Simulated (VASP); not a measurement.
# V (Im-3m) in VASP: a series of runs, part 2 of 2

VASP 6.6.1. The steps go on from the part before.

## (3) Relaxation of cell and atoms, PBE, collinear spin, ferromagnetic start

This run uses another cell than the first one, of 13.91 Å³/atom, 1.036 times its volume.

INCAR reads:

```
SYSTEM = V
ALGO     = Normal         ! electronic algorithm
EDIFF    = 1E-6           ! SCF threshold, eV
EDIFFG   = -0.03          ! ionic threshold
ENCUT    = 600            ! plane-wave cutoff, eV
GGA      = PE             ! functional
IBRION   = 2              ! ionic algorithm
ISIF     = 3              ! what is computed and relaxed
ISMEAR   = 0              ! smearing method
ISPIN    = 2              ! spin polarisation
LASPH    = .TRUE.         ! aspherical terms in the spheres
LCHARG   = .FALSE.        ! write CHGCAR
LMAXMIX  = 4              ! l up to which the mixer works
LORBIT   = 11             ! projections on sites
LREAL    = .FALSE.        ! projectors in reciprocal space
LWAVE    = .FALSE.        ! write WAVECAR
MAGMOM   = 1.5            ! initial moments
NELM     = 150            ! most SCF steps
NSW      = 60             ! ionic steps
PREC     = Accurate       ! precision mode
SIGMA    = 0.1            ! smearing width, eV
```

KPOINTS reads:

```
k-points
0
G
  9 9 9
  0 0 0
```

POSCAR reads:

```
V
1.0
    1.5150000000      1.5150000000      1.5150000000
   -1.5150000000      1.5150000000      1.5150000000
   -1.5150000000     -1.5150000000      1.5150000000
V
1
Direct
    0.0000000000      0.0000000000      0.0000000000
```

Potentials or basis: VASP PAW PBE potentials, release 64 (V_sv).

Started as:

```sh
$ cat potpaw_PBE.64/V_sv/POTCAR > POTCAR
$ mpirun -np 1 vasp_std > vasp.out
```

OUTCAR:

```text
SYSTEM = V
   EDIFF = 1E-6
   EDIFFG = -0.03
   ENCUT = 600
   GGA = PE
   IBRION = 2
   ISIF = 3
   ISMEAR = 0
   ISPIN = 2
   LASPH = .TRUE.
   LORBIT = 11
   LREAL = .FALSE.
   NELM = 150
   NSW = 60
   PREC = Accurate

 ion  position               nearest neighbor table
   1  0.000  0.000  0.000-

  LATTYP: Found a body centered cubic cell.
 ALAT       =     3.0300000000

  Lattice vectors:

 A1 = (   1.5150000000,  -1.5150000000,  -1.5150000000)
 A2 = (   1.5150000000,   1.5150000000,   1.5150000000)
 A3 = (  -1.5150000000,  -1.5150000000,   1.5150000000)

Analysis of symmetry for initial positions (statically):
=====================================================================
 Subroutine PRICEL returns:
 Original cell was already a primitive cell.

 Routine SETGRP: Setting up the symmetry group for a
 body centered cubic supercell.

 Subroutine GETGRP returns: Found 48 space group operations
 (whereof 48 operations were pure point group operations)
 out of a pool of 48 trial point group operations.

The static configuration has the point symmetry O_h .

Analysis of symmetry for dynamics (positions and initial velocities):
=====================================================================
 Subroutine PRICEL returns:
 Original cell was already a primitive cell.

 Routine SETGRP: Setting up the symmetry group for a
 body centered cubic supercell.

 Subroutine GETGRP returns: Found 48 space group operations
 (whereof 48 operations were pure point group operations)
 out of a pool of 48 trial point group operations.

The dynamic configuration has the point symmetry O_h .

Analysis of structural, dynamic, and magnetic symmetry:
=====================================================================
 Subroutine PRICEL returns:
 Original cell was already a primitive cell.

 Routine SETGRP: Setting up the symmetry group for a
[... 145 lines left out ...]

 number of electron      13.0000004 magnetization       0.2273126

 Free energy of the ion-electron system (eV)
  ---------------------------------------------------
  ext. energy  EPLUGINS =         0.00000000
  ---------------------------------------------------
  free energy    TOTEN  =        -8.98398769 eV

  energy without entropy =       -8.97329793  energy(sigma->0) =       -8.97864281

------------------------ aborting loop because EDIFF is reached ----------------------------------------

  FORCE on cell =-STRESS in cart. coord.  units (eV):
  Direction    XX          YY          ZZ          XY          YZ          ZX
  --------------------------------------------------------------------------------------
  -------------------------------------------------------------------------------------
  Total       -0.4776183     -0.4776183     -0.4776183      0.0000000     -0.0000000      0.0000000
  in kB      -55.0165829    -55.0165829    -55.0165829      0.0000000     -0.0000000      0.0000000
  external PRESSURE =     -55.0165829 kB  Pullay stress =       0.0000000 kB
[... 22 lines left out ...]
--------------------------------------- Ionic step        2  -------------------------------------------

 number of electron      12.9999997 magnetization      -0.0055988

 E-fermi :  10.2819     XC(G=0): -13.1035

 val. band max:       10.2638947133   @ k =   0.2222   0.0000   0.0000
 cond. band min:      10.2970191028   @ k =   0.3333   0.2222   0.1111
 fundamental gap:      0.0331243895
 Fermi energy:        10.2818594071

 spin component 1

 k-point     1 :       0.0000    0.0000    0.0000
  band No.  band energies     occupation
      1     -53.4313      1.00000
      2     -26.6697      1.00000
      3     -26.6697      1.00000
      4     -26.6697      1.00000
      5       3.5244      1.00000
      6      10.6463      0.00000
      7      10.6463      0.00000
      8      10.6463      0.00000
      9      12.7562      0.00000
     10      12.7562      0.00000
     11      30.9695      0.00000
[... 696 lines left out ...]
--------------------------------------- Ionic step        3  -------------------------------------------

 number of electron      12.9999999 magnetization      -0.0052043

 Free energy of the ion-electron system (eV)
  ---------------------------------------------------
  ext. energy  EPLUGINS =         0.00000000
  ---------------------------------------------------
  free energy    TOTEN  =        -8.99204703 eV

  energy without entropy =       -8.97789245  energy(sigma->0) =       -8.98496974

 E-fermi :   9.8151     XC(G=0): -12.9127

 val. band max:        9.8130454365   @ k =   0.2222   0.0000   0.0000
 cond. band min:       9.8381534538   @ k =   0.1111  -0.4444   0.1111
 fundamental gap:      0.0251080173
 Fermi energy:         9.8151028405

 spin component 1

 k-point     1 :       0.0000    0.0000    0.0000
  band No.  band energies     occupation
      1     -53.9379      1.00000
      2     -27.2367      1.00000
      3     -27.2367      1.00000
      4     -27.2367      1.00000
      5       3.1484      1.00000
      6      10.1786      0.00000
      7      10.1786      0.00000
      8      10.1786      0.00000
      9      12.1964      0.00000
     10      12.1964      0.00000
     11      30.2426      0.00000
[... 690 lines left out ...]
  FREE ENERGIE OF THE ION-ELECTRON SYSTEM (eV)
  ---------------------------------------------------
  free  energy   TOTEN  =        -8.9920470323 eV

  energy  without entropy=       -8.9778924504  energy(sigma->0) =       -8.98496974

 reached required accuracy - stopping structural energy minimisation

 total charge

# of ion       s       p       d       tot
------------------------------------------
    1        2.340   6.217   3.105  11.663

 magnetization (x)

# of ion       s       p       d       tot
------------------------------------------
    1       -0.000  -0.000  -0.004  -0.004
```

OSZICAR:

```text
N       E                     dE             d eps       ncg     rms          rms(c)
DAV:   1     0.976203474345E+02    0.97620E+02   -0.77172E+03  1540   0.142E+03
DAV:   2    -0.859550737225E+01   -0.10622E+03   -0.10360E+03  1576   0.370E+02
DAV:   3    -0.101057346169E+02   -0.15102E+01   -0.15022E+01  1666   0.520E+01
[... 22 lines left out ...]
DAV:   1    -0.927567478978E+01   -0.29219E+00   -0.51843E+00  1540   0.404E+01    0.563E+00
DAV:   2    -0.899604978090E+01    0.27963E+00   -0.91173E-01  1546   0.149E+01    0.103E+00
DAV:   3    -0.899325469157E+01    0.27951E-02   -0.40479E-03  1576   0.916E-01    0.566E-01
DAV:   4    -0.899203192329E+01    0.12228E-02   -0.26574E-03  1594   0.691E-01    0.496E-02
DAV:   5    -0.899204767450E+01   -0.15751E-04   -0.25759E-05  1657   0.733E-02    0.167E-02
DAV:   6    -0.899204703232E+01    0.64219E-06   -0.33066E-06  1567   0.274E-02
   3 F= -.89920470E+01 E0= -.89849697E+01  d E =-.805934E-02  mag=    -0.0056
```

CONTCAR:

```text
V
   1.00000000000000
     1.4976657708166723    1.4976657708166723    1.4976657708166723
    -1.4976657708166723    1.4976657708166723    1.4976657708166723
    -1.4976657708166723   -1.4976657708166723    1.4976657708166723
  V
     1
Direct
     0.0000000000000000    0.0000000000000000    0.0000000000000000

  0.00000000E+00  0.00000000E+00  0.00000000E+00
```

Wall time 13 s (1 thread of Intel Xeon 6975P-C (Granite Rapids), shared host); peak memory 0.16 GiB.

What came out:

```yaml
Free_energy: -8.9920 eV
Relaxed_volume: 13.44 Å³/atom
Relaxed_cell: a = 2.594 Å, b = 2.594 Å, c = 2.594 Å, α = 70.53°, β = 109.47°, γ = 70.53°
Space_group_after_relaxing_to_0.05_Å: Im-3m (No. 229)
Energy_gained_by_relaxing: 8.1 meV/atom
Ionic_steps: 3
Pressure_after_relaxing: -0.2 GPa
Net_moment: -0.01 μB per cell
Valence_electrons_inside_the_program's_atomic_spheres: V 11.66
```

Step by step:
| step | energy change (eV) | largest force (eV/Å) | pressure (GPa) | volume (Å³) |
| --- | --- | --- | --- | --- |
| 1 | 0.0000 | 0.0000 | -5.50 | 13.91 |
| 2 | 0.0005 | 0.0000 | 6.27 | 12.97 |
| 3 | -0.0081 | 0.0000 | -0.16 | 13.44 |

Final structure:
```
CELL_PARAMETERS angstrom
1.49767 1.49767 1.49767
-1.49767 1.49767 1.49767
-1.49767 -1.49767 1.49767
ATOMIC_POSITIONS crystal
V 0.00000 0.00000 0.00000
```
